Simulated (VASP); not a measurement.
# ZrB (I4/mmm) in VASP: a series of runs

The runs below take ZrB through single point, with PBEsol.

Everything below comes from runs of VASP 6.6.1. Logs are shortened: lines on timing, memory, paths and dates and some standing lists are left out, and cuts for length are marked.

### Step 1. The cell of the first run

It takes space group I4/mmm (No. 139, tetragonal). The conventional cell has a = 3.288 Å, b = 3.288 Å, c = 4.790 Å, α = 90.00°, β = 90.00°, γ = 90.00°. Within 3.1 Å of Zr (site symmetry 4/mmm) lie 6 B at 2.33 to 2.39 Å. Within 3.1 Å of B (site symmetry 4/mmm) lie 6 Zr at 2.33 to 2.39 Å.

### Step 2. Single point, PBEsol (strain +0.000 along x and y, +0.030 along z)

Contents of INCAR:

```
PREC = Accurate
ENCUT = 520
EDIFF = 1E-6
ISMEAR = 0
SIGMA = 0.15
LREAL = False
LASPH = True
NELM = 80
ALGO = Normal
ISIF = 2
LWAVE = False
LCHARG = True
GGA = PS
LELF = True
LVHAR = True
NBANDS = 14
```

Contents of KPOINTS:

```
regular mesh
0
Gamma
  18 18 18
```

Contents of POSCAR:

```
ZrB
1.0
    0.0000000000      2.3250000000      2.3947500000
    2.3250000000      0.0000000000      2.3947500000
    2.3250000000      2.3250000000      0.0000000000
Zr B
1 1
Direct
    0.0000000000      0.0000000000      0.0000000000
    0.5000000000      0.5000000000      0.5000000000
```

Potentials or basis: VASP PAW PBE potentials, release 64 (Zr_sv, B).

On the command line:

```console
$ cat potpaw_PBE.64/Zr_sv/POTCAR potpaw_PBE.64/B/POTCAR > POTCAR
$ mpirun -np 1 vasp_std > vasp.out
```

OUTCAR:

```text
PREC = Accurate
   ENCUT = 520
   EDIFF = 1E-6
   ISMEAR = 0
   LREAL = False
   LASPH = True
   NELM = 80
   ISIF = 2
   GGA = PS

 ion  position               nearest neighbor table
   1  0.000  0.000  0.000-   2 2.33   2 2.33   2 2.33   2 2.33   2 2.39   2 2.39
   2  0.500  0.500  0.500-   1 2.33   1 2.33   1 2.33   1 2.33   1 2.39   1 2.39

  LATTYP: Found a body centered tetragonal cell.
 ALAT       =     3.2880465325
 C/A-ratio  =     1.4566399692

  Lattice vectors:

 A1 = (  -2.3250000000,   0.0000000000,   2.3947500000)
 A2 = (   2.3250000000,   0.0000000000,   2.3947500000)
 A3 = (   0.0000000000,   2.3250000000,  -2.3947500000)

Analysis of symmetry for initial positions (statically):
=====================================================================
 Subroutine PRICEL returns:
 Original cell was already a primitive cell.

 Routine SETGRP: Setting up the symmetry group for a
 body centered tetragonal supercell.

 Subroutine GETGRP returns: Found 16 space group operations
 (whereof 16 operations were pure point group operations)
 out of a pool of 16 trial point group operations.

The static configuration has the point symmetry D_4h.

Analysis of symmetry for dynamics (positions and initial velocities):
=====================================================================
 Subroutine PRICEL returns:
 Original cell was already a primitive cell.

 Routine SETGRP: Setting up the symmetry group for a
 body centered tetragonal supercell.

 Subroutine GETGRP returns: Found 16 space group operations
 (whereof 16 operations were pure point group operations)
 out of a pool of 16 trial point group operations.

The dynamic configuration has the point symmetry D_4h.

 Subroutine INISYM returns: Found 16 space group operations
 (whereof 16 operations are pure point group operations),
 and found     1 'primitive' translations

----------------------------------------------------------------------------------------

                                     Primitive cell

  volume of cell :      25.8902

  direct lattice vectors                    reciprocal lattice vectors
     0.000000000  2.325000000  2.394750000    -0.215053763  0.215053763  0.208790062
     2.325000000  0.000000000  2.394750000     0.215053763 -0.215053763  0.208790062
     2.325000000  2.325000000  0.000000000     0.215053763  0.215053763 -0.208790062

  length of vectors
     3.337731649  3.337731649  3.288046533     0.368903147  0.368903147  0.368903147

  position of ions in fractional coordinates (direct lattice)
     0.000000000  0.000000000  0.000000000
     0.500000000  0.500000000  0.500000000

  ion indices of the primitive-cell ions
   primitive index   ion index
                 1           1
                 2           2

----------------------------------------------------------------------------------------

 KPOINTS: regular mesh

Automatic generation of k-mesh.
 Grid dimensions read from file:
 generate k-points for:   18   18   18

 Generating k-lattice:

  Cartesian coordinates                     Fractional coordinates (reciprocal lattice)
    -0.011947431  0.011947431  0.011599448     0.055555556  0.000000000  0.000000000
     0.011947431 -0.011947431  0.011599448     0.000000000  0.055555556  0.000000000
     0.011947431  0.011947431 -0.011599448     0.000000000  0.000000000  0.055555556

  Length of vectors
     0.020494619  0.020494619  0.020494619

  Shift w.r.t. Gamma in fractional coordinates (k-lattice)
     0.000000000  0.000000000  0.000000000

 Subroutine IBZKPT returns following result:
 ===========================================

 Found    480 irreducible k-points:

 Following reciprocal coordinates:
            Coordinates               Weight
  0.000000  0.000000  0.000000      1.000000
  0.055556 -0.000000  0.000000      8.000000
  0.111111 -0.000000  0.000000      8.000000
  0.166667 -0.000000  0.000000      8.000000
  0.222222 -0.000000  0.000000      8.000000
  0.277778 -0.000000  0.000000      8.000000
[... 16 lines left out ...]
 -0.277778  0.055556  0.000000      8.000000
 -0.222222  0.055556  0.000000      8.000000
 [... further k-points ...]
   k-points           NKPTS =    480   k-points in BZ     NKDIM =    480   number of bands    NBANDS=     14
   number of dos      NEDOS =    301   number of ions     NIONS =      2
   total plane-waves  NPLWV =  18816
   dimension x,y,z NGX =    28 NGY =   28 NGZ =   24
   dimension x,y,z NGXF=    56 NGYF=   56 NGZF=   48
   ions per type =               1   1
   NGX,Y,Z   is equivalent  to a cutoff of  13.95, 13.95, 12.13 a.u.
   NGXF,Y,Z  is equivalent  to a cutoff of  27.89, 27.89, 24.27 a.u.
 SYSTEM =  unknown system
   PREC   = accura    normal or accurate (medium, high low for compatibility)
   ISTART =      0    job   : 0-new  1-cont  2-samecut
   ICHARG =      2    charge: 1-file 2-atom 10-const
   ISPIN  =      1    spin polarized calculation?
   LNONCOLLINEAR =      F non collinear calculations
   LSORBIT =      F    spin-orbit coupling
   LASPH  =      T    aspherical Exc in radial PAW
   ENCUT  =  520.0 eV  38.22 Ry    6.18 a.u.   6.21  6.21  6.11*2*pi/ulx,y,z
   NELM   =     80;   NELMIN=  2; NELMDL= -5     # of ELM steps
   EDIFF  = 0.1E-05   stopping-criterion for ELM
   LREAL  =      F    real-space projection
   EDIFFG = 0.1E-04   stopping-criterion for IOM
   NSW    =      0    number of steps for IOM
   IBRION =     -1    ionic relax: 0-MD 1-quasi-New 2-CG
   NFREE  =      0    steps in history (QN), initial steepest desc. (CG)
   ISIF   =      2    stress and relaxation
   ISYM   =      2    0-nonsym 1-usesym 2-fastsym
   POTIM  = 0.5000    time-step for ionic-motion
   TEBEG  =    0.0;   TEEND  =   0.0 temperature during run
   PSTRESS=    0.0 pullay stress
   NELECT =      15.0000    total number of electrons
   NUPDOWN=      -1.0000    fix difference up-down
   EMIN   =  10.00;   EMAX   =-10.00  energy-range for DOS
   EFERMI =   0.00;   METHOD = LEGACY
   ISMEAR =     0;   SIGMA  =   0.15  broadening in eV -4-tet -1-fermi 0-gaus
   EFERMI_NEDOS =   21; number of points for ismear=-14 and -15
   IALGO  =     38    algorithm
   IMIX   =      4    mixing-type and parameters
     AMIX     =   0.40;   BMIX     =  1.00
     AMIX_MAG =   1.60;   BMIX_MAG =  1.00
  volume/ion in A,a.u.               =      12.95        87.36
  Fermi-wavevector in a.u.,A,eV,Ry     =   1.364771  2.579044 25.342222  1.862601
  Thomas-Fermi vector in A             =   2.491058
   LORBIT       =      0    0 simple, 1 ext, 2 COOP (PROOUT), +10 PAW based schemes
   GGA     = PS    functional components
   LHFCALC =     F    Hartree Fock is set to
   AEXX    =    0.0000 exact exchange contribution
   IVDW    =     0    specifies the selected vdW correction
   LEPSILON=     F    determine dielectric tensor
   LRPA    =     F    only Hartree local field effects (RPA)
 non-spin polarized calculation
 Gauss-broadening in eV      SIGMA  =   0.15
  energy-cutoff  :      520.00
  volume of cell :       25.89
 maximum number of plane-waves:       710
 NGX is ok and might be reduce to    28
   NGX = 13   NGY = 13   NGZ = 13

 number of electron      15.0000000 magnetization

 Free energy of the ion-electron system (eV)
  ---------------------------------------------------
  ext. energy  EPLUGINS =         0.00000000
  ---------------------------------------------------
  free energy    TOTEN  =       -16.72241129 eV

  energy without entropy =      -16.70999332  energy(sigma->0) =      -16.71620230

 E-fermi :   8.6045     XC(G=0): -12.1893

 val. band max:        8.6007837719   @ k =   0.4444   0.1111   0.2778
 cond. band min:       8.6045687056   @ k =  -0.3333   0.1111   0.4444
 fundamental gap:      0.0037849337
 Fermi energy:         8.6045277701

 k-point     1 :       0.0000    0.0000    0.0000
  band No.  band energies     occupation
      1     -38.1820      2.00000
      2     -15.9783      2.00000
      3     -15.9783      2.00000
      4     -15.9686      2.00000
      5       0.3390      2.00000
      6      10.2472      0.00000
      7      10.5802      0.00000
      8      10.5802      0.00000
      9      12.0103      0.00000
     10      12.2459      0.00000
     11      12.3550      0.00000
     12      12.4539      0.00000
     13      12.4539      0.00000
     14      19.6302      0.00000

 k-point     2 :       0.0556   -0.0000    0.0000
  band No.  band energies     occupation
      1     -38.1789      2.00000
      2     -16.0045      2.00000
      3     -15.9803      2.00000
      4     -15.9742      2.00000
      5       0.4215      2.00000
      6      10.1181      0.00000
      7      10.3985      0.00000
      8      10.5615      0.00000
      9      11.3379      0.00000
     10      11.5160      0.00000
     11      12.5257      0.00000
     12      13.1920      0.00000
     13      13.4719      0.00000
     14      19.8339      0.00000

 k-point     3 :       0.1111   -0.0000    0.0000
  band No.  band energies     occupation
      1     -38.1697      2.00000
      2     -16.0852      2.00000
      3     -15.9862      2.00000
      4     -15.9840      2.00000
      5       0.6628      2.00000
      6       9.5751      0.00000
      7       9.9534      0.00000
      8      10.1938      0.00000
      9      11.0912      0.00000
     10      11.1960      0.00000
     11      12.7863      0.00000
     12      14.2991      0.00000
     13      14.6349      0.00000
     14      20.4077      0.00000
[... 324 lines left out ...]
 k-point    23 :      -0.2778    0.0556    0.0000
  band No.  band energies     occupation
      1     -38.1109      2.00000
      2     -16.5601      2.00000
      3     -16.0688      2.00000
      4     -16.0100      2.00000
      5       2.4022      2.00000
      6       7.0686      2.00000
      7       7.9956      2.00000
      8       8.0540      2.00000
      9      12.2901      0.00000
     10      12.8666      0.00000
     11      13.9469      0.00000
     12      17.5936      0.00000
     13      19.5545      0.00000
     14      20.6148      0.00000

 k-point    24 :      -0.2222    0.0556    0.0000
  band No.  band energies     occupation
      1     -38.1291      2.00000
      2     -16.4161      2.00000
      3     -16.0490      2.00000
      4     -15.9976      2.00000
      5       1.8076      2.00000
      6       7.7931      2.00000
      7       8.4685      1.80038
      8       8.5134      1.60991
      9      11.7428      0.00000
     10      12.3476      0.00000
     11      13.5792      0.00000
     12      16.4325      0.00000
     13      18.3010      0.00000
     14      21.4953      0.00000

 [... further k-points ...]

------------------------ aborting loop because EDIFF is reached ----------------------------------------

  FORCE on cell =-STRESS in cart. coord.  units (eV):
  Direction    XX          YY          ZZ          XY          YZ          ZX
  --------------------------------------------------------------------------------------
  -------------------------------------------------------------------------------------
  Total        4.2997640      4.2997640      2.1716338      0.0000000      0.0000000      0.0000000
  in kB      266.0842169    266.0842169    134.3881838      0.0000000      0.0000000      0.0000000
  external PRESSURE =     222.1855392 kB  Pullay stress =       0.0000000 kB

 VOLUME and BASIS-vectors are now :
 -----------------------------------------------------------------------------
  energy-cutoff  :      520.00
  volume of cell :       25.89
      direct lattice vectors                 reciprocal lattice vectors
     0.000000000  2.325000000  2.394750000    -0.215053763  0.215053763  0.208790062
     2.325000000  0.000000000  2.394750000     0.215053763 -0.215053763  0.208790062
     2.325000000  2.325000000  0.000000000     0.215053763  0.215053763 -0.208790062

 POSITION                                       TOTAL-FORCE (eV/Angst)
 -----------------------------------------------------------------------------------
      0.00000      0.00000      0.00000         0.000000     -0.000000     -0.000000
      2.32500      2.32500      2.39475        -0.000000      0.000000      0.000000
 -----------------------------------------------------------------------------------
    total drift:                               -0.000000      0.000000      0.000000

  FREE ENERGIE OF THE ION-ELECTRON SYSTEM (eV)
  ---------------------------------------------------
  free  energy   TOTEN  =       -16.7224112865 eV

  energy  without entropy=      -16.7099933160  energy(sigma->0) =      -16.71620230
```

It took 5.7 min on 1 thread of AMD EPYC 7R13, shared host; peak memory 0.27 GiB.

Results:

* Free energy: -16.7224 eV
* Pressure: 22.2 GPa
* Band gap on the k mesh: zero (an odd number of electrons rules out a gap without spin polarisation)

Caveat: the cell differs from its parent crystal (strain +0.000 along x and y, +0.030 along z); the stress differs along the axes, from 13 to 27 GPa; the PAW data sets were made with another functional, which shifts forces and pressure a little.

### Step 3. Single point, PBEsol (strain +0.030 along x and y, +0.000 along z)

Contents of INCAR:

```
SYSTEM = ZrB
ALGO = Normal
EDIFF = 1E-7
ENCUT = 520
GGA = PS
ISIF = 2
ISMEAR = 0
LASPH = .True.
LCHARG = .False.
LREAL = .False.
LWAVE = .False.
NBANDS = 14
NELM = 80
PREC = Accurate
SIGMA = 0.15
```

Contents of KPOINTS:

```
k-points
0
Gamma
  18 18 18
  0 0 0
```

Contents of POSCAR:

```
ZrB
1.0
    0.0000000000      2.3947500000      2.3250000000
    2.3947500000      0.0000000000      2.3250000000
    2.3947500000      2.3947500000      0.0000000000
Zr B
1 1
Direct
    0.0000000000      0.0000000000      0.0000000000
    0.5000000000      0.5000000000      0.5000000000
```

Potentials or basis: VASP PAW PBE potentials, release 64 (Zr_sv, B).

On the command line:

```console
$ cat potpaw_PBE.64/Zr_sv/POTCAR potpaw_PBE.64/B/POTCAR > POTCAR
$ mpirun -np 1 vasp_std > vasp.out
```

Run time: 5.8 min. Hardware: 1 thread of AMD EPYC 7R13, shared host; peak memory 0.28 GiB.

The run converged. Its results:

```
Free energy            : -16.8128 eV
Pressure               : 15.2 GPa
Band gap on the k mesh : zero (an odd number of electrons rules out a gap without spin polarisation)
```

Stress tensor (GPa, compression positive):
```
11.05  0.00  0.00
 0.00 11.05  0.00
 0.00  0.00 23.48
```

Levels at points of the mesh, in eV from the Fermi level:
| k point | band 6 | band 7 | band 8 | band 9 | band 10 | band 11 |
| --- | --- | --- | --- | --- | --- | --- |
| (0.00, 0.00, 0.00) | 1.73 | 1.73 | 2.04 | 3.33 | 3.61 | 3.64 |
| (0.50, 0.00, 0.00) | -3.78 | -1.36 | -1.28 | 5.30 | 5.51 | 6.89 |
| (0.50, 0.50, 0.00) | -1.04 | -0.25 | 2.23 | 2.23 | 5.17 | 6.46 |
| (0.50, 0.00, 0.50) | -1.01 | -0.62 | 2.36 | 2.53 | 5.10 | 6.33 |

Caveat: the cell differs from its parent crystal (strain +0.030 along x and y, +0.000 along z); the stress differs along the axes, from 11 to 23 GPa; the PAW data sets were made with another functional, which shifts forces and pressure a little.
